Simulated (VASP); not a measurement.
# ZrB2 (P6/mmm) in VASP: a series of runs

ZrB2 is run at these levels: PBEsol; tasks: single point.

All numbers are computed with VASP 6.6.1; they aren't measurements. Logs are shortened: lines on timing, memory, paths and dates and some standing lists are left out, and cuts for length are marked.

**1. The cell of the first run**

The structure is hexagonal, space group P6/mmm (No. 191). Conventional cell: a = 3.060 Å, b = 3.060 Å, c = 3.390 Å, α = 90.00°, β = 90.00°, γ = 120.00°. Zr (site symmetry 6/mmm) has 12 B at 2.45 Å and 6 Zr at 3.06 Å within 3.2 Å. B (site symmetry -6m2) has 3 B at 1.77 Å within 2.3 Å.

**2. Single point, PBEsol**

File INCAR:

```
SYSTEM = ZrB2
PREC = Accurate
ENCUT = 520
EDIFF = 1E-6
ISMEAR = 0
SIGMA = 0.15
LREAL = .False.
LASPH = .True.
NELM = 80
ALGO = Normal
ISIF = 2
LWAVE = .False.
LCHARG = .False.
GGA = PS
NBANDS = 16
```

File KPOINTS:

```
Automatic mesh
0
Gamma
  15 15 12
  0 0 0
```

File POSCAR:

```
ZrB2
1.0
    3.0602000000      0.0000000000      0.0000000000
   -1.5301000000      2.6502109406      0.0000000000
    0.0000000000      0.0000000000      3.3899000000
Zr B
1 2
Direct
    0.0000000000      0.0000000000      0.0000000000
    0.3333333333      0.6666666667      0.5000000000
    0.6666666667      0.3333333333      0.5000000000
```

Potentials or basis: VASP PAW PBE potentials, release 64 (Zr_sv, B).

Run with:

```console
cat potpaw_PBE.64/Zr_sv/POTCAR potpaw_PBE.64/B/POTCAR > POTCAR
mpirun -np 1 vasp_std > vasp.out
```

OUTCAR:

```text
SYSTEM = ZrB2
   PREC = Accurate
   ENCUT = 520
   EDIFF = 1E-6
   ISMEAR = 0
   LREAL = .False.
   LASPH = .True.
   NELM = 80
   ISIF = 2
   GGA = PS

 ion  position               nearest neighbor table
   1  0.000  0.000  0.000-   2 2.45   3 2.45   2 2.45   3 2.45   2 2.45   2 2.45   3 2.45   3 2.45
                             3 2.45   3 2.45   2 2.45   2 2.45
   2  0.333  0.667  0.500-   3 1.77   3 1.77   3 1.77   1 2.45   1 2.45   1 2.45   1 2.45   1 2.45
                             1 2.45
   3  0.667  0.333  0.500-   2 1.77   2 1.77   2 1.77   1 2.45   1 2.45   1 2.45   1 2.45   1 2.45
                             1 2.45

  LATTYP: Found a hexagonal cell.
 ALAT       =     3.0602000000
 C/A-ratio  =     1.1077380563

  Lattice vectors:

 A1 = (   3.0602000000,   0.0000000000,   0.0000000000)
 A2 = (  -1.5301000000,   2.6502109406,   0.0000000000)
 A3 = (   0.0000000000,   0.0000000000,   3.3899000000)

Analysis of symmetry for initial positions (statically):
=====================================================================
 Subroutine PRICEL returns:
 Original cell was already a primitive cell.

 Routine SETGRP: Setting up the symmetry group for a
 hexagonal supercell.

 Subroutine GETGRP returns: Found 24 space group operations
 (whereof 24 operations were pure point group operations)
 out of a pool of 24 trial point group operations.

The static configuration has the point symmetry D_6h.

Analysis of symmetry for dynamics (positions and initial velocities):
=====================================================================
 Subroutine PRICEL returns:
 Original cell was already a primitive cell.

 Routine SETGRP: Setting up the symmetry group for a
 hexagonal supercell.

 Subroutine GETGRP returns: Found 24 space group operations
 (whereof 24 operations were pure point group operations)
 out of a pool of 24 trial point group operations.

The dynamic configuration has the point symmetry D_6h.

 Subroutine INISYM returns: Found 24 space group operations
 (whereof 24 operations are pure point group operations),
 and found     1 'primitive' translations

----------------------------------------------------------------------------------------

                                     Primitive cell

  volume of cell :      27.4927

  direct lattice vectors                    reciprocal lattice vectors
     3.060200000  0.000000000  0.000000000     0.326776028  0.188664228  0.000000000
[... 85 lines left out ...]
   LASPH  =      T    aspherical Exc in radial PAW
   ENCUT  =  520.0 eV  38.22 Ry    6.18 a.u.   5.69  5.69  6.30*2*pi/ulx,y,z
   NELM   =     80;   NELMIN=  2; NELMDL= -5     # of ELM steps
   EDIFF  = 0.1E-05   stopping-criterion for ELM
   LREAL  =      F    real-space projection
   EDIFFG = 0.1E-04   stopping-criterion for IOM
   NSW    =      0    number of steps for IOM
   IBRION =     -1    ionic relax: 0-MD 1-quasi-New 2-CG
   NFREE  =      0    steps in history (QN), initial steepest desc. (CG)
   ISIF   =      2    stress and relaxation
   ISYM   =      2    0-nonsym 1-usesym 2-fastsym
   POTIM  = 0.5000    time-step for ionic-motion
   TEBEG  =    0.0;   TEEND  =   0.0 temperature during run
   PSTRESS=    0.0 pullay stress
   NELECT =      18.0000    total number of electrons
   NUPDOWN=      -1.0000    fix difference up-down
   EMIN   =  10.00;   EMAX   =-10.00  energy-range for DOS
   EFERMI =   0.00;   METHOD = LEGACY
   ISMEAR =     0;   SIGMA  =   0.15  broadening in eV -4-tet -1-fermi 0-gaus
   EFERMI_NEDOS =   21; number of points for ismear=-14 and -15
   IALGO  =     38    algorithm
   IMIX   =      4    mixing-type and parameters
     AMIX     =   0.40;   BMIX     =  1.00
     AMIX_MAG =   1.60;   BMIX_MAG =  1.00
  volume/ion in A,a.u.               =       9.16        61.84
  Fermi-wavevector in a.u.,A,eV,Ry     =   1.421543  2.686326 27.494436  2.020784
  Thomas-Fermi vector in A             =   2.542341
   LORBIT       =      0    0 simple, 1 ext, 2 COOP (PROOUT), +10 PAW based schemes
   GGA     = PS    functional components
   LHFCALC =     F    Hartree Fock is set to
   AEXX    =    0.0000 exact exchange contribution
   IVDW    =     0    specifies the selected vdW correction
   LEPSILON=     F    determine dielectric tensor
   LRPA    =     F    only Hartree local field effects (RPA)
 non-spin polarized calculation
 Gauss-broadening in eV      SIGMA  =   0.15
  energy-cutoff  :      520.00
  volume of cell :       27.49
 maximum number of plane-waves:       757
 NGX is ok and might be reduce to    24
   NGX = 11   NGY = 11   NGZ = 13

 number of electron      18.0000000 magnetization

 Free energy of the ion-electron system (eV)
  ---------------------------------------------------
  ext. energy  EPLUGINS =         0.00000000
  ---------------------------------------------------
  free energy    TOTEN  =       -26.16956447 eV

  energy without entropy =      -26.16727916  energy(sigma->0) =      -26.16842182

 E-fermi :  11.6814     XC(G=0): -13.0707

 val. band max:       11.6314707812   @ k =   0.0667   0.0667   0.4167
 cond. band min:      11.7052729336   @ k =   0.1333   0.1333   0.2500
 fundamental gap:      0.0738021524
 Fermi energy:        11.6814447288

 k-point     1 :       0.0000    0.0000    0.0000
  band No.  band energies     occupation
      1     -36.4375      2.00000
      2     -14.7322      2.00000
      3     -13.9831      2.00000
      4     -13.9831      2.00000
      5      -1.4780      2.00000
      6       8.8074      2.00000
[... 433 lines left out ...]
      3     -14.6032      2.00000
      4     -14.4465      2.00000
      5       2.9951      2.00000
      6       3.4848      2.00000
[... 8 lines left out ...]
     15      22.4969      0.00000
     16      22.5635      0.00000

 [... further k-points ...]
[... 5 lines left out ...]
  --------------------------------------------------------------------------------------
  -------------------------------------------------------------------------------------
  Total        4.9970916      4.9970916      4.9331487      0.0000000      0.0000000      0.0000000
  in kB      291.2129946    291.2129946    287.4866259      0.0000000      0.0000000      0.0000000
  external PRESSURE =     289.9708717 kB  Pullay stress =       0.0000000 kB

 VOLUME and BASIS-vectors are now :
 -----------------------------------------------------------------------------
  energy-cutoff  :      520.00
  volume of cell :       27.49
      direct lattice vectors                 reciprocal lattice vectors
     3.060200000  0.000000000  0.000000000     0.326776028  0.188664228  0.000000000
    -1.530100000  2.650210941  0.000000000     0.000000000  0.377328455  0.000000000
     0.000000000  0.000000000  3.389900000     0.000000000  0.000000000  0.294993953

 POSITION                                       TOTAL-FORCE (eV/Angst)
 -----------------------------------------------------------------------------------
      0.00000      0.00000      0.00000         0.000000      0.000000      0.000000
     -0.00000      1.76681      1.69495        -0.000000      0.000000     -0.000000
      1.53010      0.88340      1.69495         0.000000      0.000000      0.000000
 -----------------------------------------------------------------------------------
    total drift:                               -0.000000      0.000000      0.000000

  FREE ENERGIE OF THE ION-ELECTRON SYSTEM (eV)
  ---------------------------------------------------
  free  energy   TOTEN  =       -26.1695644705 eV

  energy  without entropy=      -26.1672791624  energy(sigma->0) =      -26.16842182
```

OSZICAR:

```text
N       E                     dE             d eps       ncg     rms          rms(c)
DAV:   1     0.104225559893E+03    0.10423E+03   -0.99172E+03  6056   0.114E+03
DAV:   2    -0.248014217047E+02   -0.12903E+03   -0.12388E+03  7912   0.298E+02
DAV:   3    -0.288275681009E+02   -0.40261E+01   -0.40096E+01  8960   0.455E+01
DAV:   4    -0.288814880113E+02   -0.53920E-01   -0.53910E-01  7520   0.489E+00
DAV:   5    -0.288832070438E+02   -0.17190E-02   -0.17190E-02  9024   0.513E-01    0.283E+01
DAV:   6    -0.262369299265E+02    0.26463E+01   -0.53320E+00  7976   0.168E+01    0.120E+01
DAV:   7    -0.261712459808E+02    0.65684E-01   -0.66996E-01  8304   0.541E+00    0.409E+00
DAV:   8    -0.261743282715E+02   -0.30823E-02   -0.12546E-01  7248   0.297E+00    0.406E-01
DAV:   9    -0.261698346742E+02    0.44936E-02   -0.19208E-02  7352   0.113E+00    0.195E-01
DAV:  10    -0.261695688012E+02    0.26587E-03   -0.15743E-03  7008   0.387E-01    0.456E-02
DAV:  11    -0.261695664040E+02    0.23972E-05   -0.52212E-05  7712   0.709E-02    0.141E-02
DAV:  12    -0.261695646694E+02    0.17347E-05   -0.46319E-06  7560   0.196E-02    0.643E-03
DAV:  13    -0.261695644705E+02    0.19885E-06   -0.69497E-07  3920   0.830E-03
   1 F= -.26169564E+02 E0= -.26168422E+02  d E =-.228531E-02
```

It took 41 s on 1 thread of AMD EPYC 9R45 (Zen 5), shared host; peak memory 0.17 GiB.

Results:

* Free energy: -26.1696 eV
* Pressure: 29.0 GPa
* Band gap on the k mesh: zero (band 9 reaches 12.49 eV, above the bottom of band 10 at 11.41 eV)

Stress tensor (GPa, compression positive):
```
29.12  0.00  0.00
 0.00 29.12  0.00
 0.00  0.00 28.75
```

Caveat: the PAW data sets were made with another functional, which shifts forces and pressure a little.

**3. Single point, PBEsol**

This run uses another cell than the first one, of 9.19 Å³/atom, 1.003 times its volume.

File INCAR:

```
SYSTEM = ZrB2
ALGO = Normal
EDIFF = 1E-6
ENCUT = 520
GGA = PS
ISIF = 2
ISMEAR = 0
LASPH = .TRUE.
LCHARG = .FALSE.
LREAL = .FALSE.
LWAVE = .FALSE.
NBANDS = 16
NELM = 80
PREC = Accurate
SIGMA = 0.15
```

File KPOINTS:

```
k-points
0
G
  15 15 12
  0 0 0
```

File POSCAR:

```
ZrB2
1.0
    3.0917000000      0.0000000000      0.0000000000
   -1.5458500000      2.6774907409      0.0000000000
    0.0000000000      0.0000000000      3.3314000000
Zr B
1 2
Direct
    0.0000000000      0.0000000000      0.0000000000
    0.3333333333      0.6666666667      0.5000000000
    0.6666666667      0.3333333333      0.5000000000
```

Potentials or basis: VASP PAW PBE potentials, release 64 (Zr_sv, B).

Run with:

```console
cat potpaw_PBE.64/Zr_sv/POTCAR potpaw_PBE.64/B/POTCAR > POTCAR
mpirun -np 1 vasp_std > vasp.out
```

OUTCAR:

```text
SYSTEM = ZrB2
   EDIFF = 1E-6
   ENCUT = 520
   GGA = PS
   ISIF = 2
   ISMEAR = 0
   LASPH = .TRUE.
   LREAL = .FALSE.
   NELM = 80
   PREC = Accurate

 ion  position               nearest neighbor table
   1  0.000  0.000  0.000-   2 2.44   3 2.44   2 2.44   3 2.44   3 2.44   3 2.44   2 2.44   2 2.44
                             3 2.44   3 2.44   2 2.44   2 2.44
   2  0.333  0.667  0.500-   3 1.78   3 1.78   3 1.78   1 2.44   1 2.44   1 2.44   1 2.44   1 2.44
                             1 2.44
   3  0.667  0.333  0.500-   2 1.78   2 1.78   2 1.78   1 2.44   1 2.44   1 2.44   1 2.44   1 2.44
                             1 2.44

  LATTYP: Found a hexagonal cell.
 ALAT       =     3.0917000000
 C/A-ratio  =     1.0775301614

  Lattice vectors:

 A1 = (   3.0917000000,   0.0000000000,   0.0000000000)
 A2 = (  -1.5458500000,   2.6774907409,   0.0000000000)
 A3 = (   0.0000000000,   0.0000000000,   3.3314000000)

Analysis of symmetry for initial positions (statically):
=====================================================================
 Subroutine PRICEL returns:
 Original cell was already a primitive cell.

 Routine SETGRP: Setting up the symmetry group for a
 hexagonal supercell.

 Subroutine GETGRP returns: Found 24 space group operations
 (whereof 24 operations were pure point group operations)
 out of a pool of 24 trial point group operations.

The static configuration has the point symmetry D_6h.

Analysis of symmetry for dynamics (positions and initial velocities):
=====================================================================
 Subroutine PRICEL returns:
 Original cell was already a primitive cell.

 Routine SETGRP: Setting up the symmetry group for a
 hexagonal supercell.

 Subroutine GETGRP returns: Found 24 space group operations
 (whereof 24 operations were pure point group operations)
 out of a pool of 24 trial point group operations.

The dynamic configuration has the point symmetry D_6h.

 Subroutine INISYM returns: Found 24 space group operations
 (whereof 24 operations are pure point group operations),
[... 114 lines left out ...]
   EFERMI_NEDOS =   21; number of points for ismear=-14 and -15
   IALGO  =     38    algorithm
   IMIX   =      4    mixing-type and parameters
     AMIX     =   0.40;   BMIX     =  1.00
     AMIX_MAG =   1.60;   BMIX_MAG =  1.00
  volume/ion in A,a.u.               =       9.19        62.03
  Fermi-wavevector in a.u.,A,eV,Ry     =   1.420087  2.683575 27.438151  2.016647
  Thomas-Fermi vector in A             =   2.541039
   LORBIT       =      0    0 simple, 1 ext, 2 COOP (PROOUT), +10 PAW based schemes
   GGA     = PS    functional components
   LHFCALC =     F    Hartree Fock is set to
   AEXX    =    0.0000 exact exchange contribution
   IVDW    =     0    specifies the selected vdW correction
   LEPSILON=     F    determine dielectric tensor
   LRPA    =     F    only Hartree local field effects (RPA)
 non-spin polarized calculation
 Gauss-broadening in eV      SIGMA  =   0.15
  energy-cutoff  :      520.00
  volume of cell :       27.58
 maximum number of plane-waves:       756
 NGX is ok and might be reduce to    24
   NGX = 11   NGY = 11   NGZ = 13

 number of electron      18.0000000 magnetization

 Free energy of the ion-electron system (eV)
  ---------------------------------------------------
  ext. energy  EPLUGINS =         0.00000000
  ---------------------------------------------------
  free energy    TOTEN  =       -26.16801199 eV

  energy without entropy =      -26.16537248  energy(sigma->0) =      -26.16669224

 E-fermi :  11.6721     XC(G=0): -13.0594

 val. band max:       11.5329503852   @ k =   0.0667   0.0667   0.4167
 cond. band min:      11.6778640014   @ k =   0.0667  -0.0000   0.2500
 fundamental gap:      0.1449136163
 Fermi energy:        11.6721300954

 k-point     1 :       0.0000    0.0000    0.0000
  band No.  band energies     occupation
      1     -36.4308      2.00000
      2     -14.6925      2.00000
      3     -14.0363      2.00000
      4     -14.0363      2.00000
      5      -1.4526      2.00000
      6       8.5726      2.00000
[... 433 lines left out ...]
      3     -14.6168      2.00000
      4     -14.4321      2.00000
      5       2.9629      2.00000
      6       3.4444      2.00000
[... 8 lines left out ...]
     15      22.3539      0.00000
     16      22.3732      0.00000

 [... further k-points ...]
[... 5 lines left out ...]
  --------------------------------------------------------------------------------------
  -------------------------------------------------------------------------------------
  Total        4.1548169      4.1548169      5.9973710      0.0000000     -0.0000000     -0.0000000
  in kB      241.3850493    241.3850493    348.4330906      0.0000000     -0.0000000     -0.0000000
  external PRESSURE =     277.0677297 kB  Pullay stress =       0.0000000 kB

 VOLUME and BASIS-vectors are now :
 -----------------------------------------------------------------------------
  energy-cutoff  :      520.00
  volume of cell :       27.58
      direct lattice vectors                 reciprocal lattice vectors
     3.091700000  0.000000000  0.000000000     0.323446647  0.186742009  0.000000000
    -1.545850000  2.677490741  0.000000000     0.000000000  0.373484018  0.000000000
     0.000000000  0.000000000  3.331400000     0.000000000  0.000000000  0.300174101

 POSITION                                       TOTAL-FORCE (eV/Angst)
 -----------------------------------------------------------------------------------
      0.00000      0.00000      0.00000         0.000000      0.000000      0.000000
     -0.00000      1.78499      1.66570        -0.000000      0.000000      0.000000
      1.54585      0.89250      1.66570         0.000000      0.000000      0.000000
 -----------------------------------------------------------------------------------
    total drift:                               -0.000000      0.000000      0.000000

  FREE ENERGIE OF THE ION-ELECTRON SYSTEM (eV)
  ---------------------------------------------------
  free  energy   TOTEN  =       -26.1680119862 eV

  energy  without entropy=      -26.1653724849  energy(sigma->0) =      -26.16669224
```

OSZICAR:

```text
N       E                     dE             d eps       ncg     rms          rms(c)
DAV:   1     0.104701246361E+03    0.10470E+03   -0.98521E+03  6048   0.114E+03
DAV:   2    -0.246727017968E+02   -0.12937E+03   -0.12437E+03  7880   0.298E+02
DAV:   3    -0.286939591834E+02   -0.40213E+01   -0.40039E+01  9072   0.454E+01
DAV:   4    -0.287521894404E+02   -0.58230E-01   -0.58220E-01  7400   0.505E+00
DAV:   5    -0.287533354664E+02   -0.11460E-02   -0.11460E-02  9104   0.500E-01    0.286E+01
DAV:   6    -0.262391321069E+02    0.25142E+01   -0.50021E+00  7880   0.164E+01    0.122E+01
DAV:   7    -0.261695432815E+02    0.69589E-01   -0.67477E-01  8520   0.543E+00    0.398E+00
DAV:   8    -0.261724245960E+02   -0.28813E-02   -0.12199E-01  7240   0.297E+00    0.410E-01
DAV:   9    -0.261682530813E+02    0.41715E-02   -0.18034E-02  7232   0.111E+00    0.189E-01
DAV:  10    -0.261680119415E+02    0.24114E-03   -0.12999E-03  7168   0.351E-01    0.381E-02
DAV:  11    -0.261680140453E+02   -0.21038E-05   -0.43646E-05  7960   0.620E-02    0.129E-02
DAV:  12    -0.261680122016E+02    0.18436E-05   -0.50044E-06  7440   0.213E-02    0.563E-03
DAV:  13    -0.261680119862E+02    0.21547E-06   -0.49676E-07  3856   0.711E-03
   1 F= -.26168012E+02 E0= -.26166692E+02  d E =-.263950E-02
```

stdout:

```text
POSCAR found type information on POSCAR ZrB
 POSCAR found :  2 types and       3 ions
 scaLAPACK will be used
 -----------------------------------------------------------------------------
|                                                                             |
|                                                                             |
|     You enforced a specific xc type in the INCAR file but a different       |
|     I HOPE YOU KNOW WHAT YOU ARE DOING!                                     |
|                                                                             |
 -----------------------------------------------------------------------------

 LDA part: xc-table for (Slater+PW92), standard interpolation
 POSCAR, INCAR and KPOINTS ok, starting setup
 FFT: planning ... GRIDC
 FFT: planning ... GRID_SOFT
 FFT: planning ... GRID
 WAVECAR not read
 entering main loop
```

Wall time 39 s (1 thread of AMD EPYC 9R45 (Zen 5), shared host); peak memory 0.18 GiB.

Results:

```yaml
Free_energy: -26.1680 eV
Pressure: 27.7 GPa
Band_gap_on_the_k_mesh: zero (band 9 reaches 12.21 eV, above the bottom of band 10 at 11.38 eV)
```

Stress tensor (GPa, compression positive):
```
24.14  0.00  0.00
 0.00 24.14  0.00
 0.00  0.00 34.84
```

Caveat: the PAW data sets were made with another functional, which shifts forces and pressure a little.
